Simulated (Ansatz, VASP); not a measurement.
## One calculation of RbCl, two programs

```
CELL_PARAMETERS angstrom
0.00000 3.27015 3.27015
3.27015 0.00000 3.27015
3.27015 3.27015 0.00000
ATOMIC_POSITIONS crystal
Rb 0.00000 0.00000 0.00000
Cl 0.50000 0.50000 0.50000
```

Alike in both runs: functional PBEsol; k mesh 6 × 6 × 6; occupations gaussian, width 0.02 eV; no spin polarisation.

Ansatz relaxed the structure, and its values are those at the end. VASP's run is a single point on that final structure, the one shown.

|  | VASP | Ansatz |
| --- | --- | --- |
| version | VASP 6.6.1 | Ansatz 0.2.0 |
| potentials or method | VASP PAW PBE potentials, release 64 (Rb_sv, Cl), cutoff 500 eV | scalar-relativistic, plane waves, PAW |
| valence electrons in the cell | 16 | 16 |

|  | VASP | Ansatz | Ansatz less VASP |
| --- | --- | --- | --- |
| gap on the k mesh at the Fermi level (eV) | 4.90 | 4.90 | +0.004 |
| least direct gap on the mesh (eV) | 4.90 | 4.90 | +0.004 |
| pressure (GPa) | 0.0 | 0.0 | -0.01 |

VASP's potentials were made for PBE, not for PBEsol.
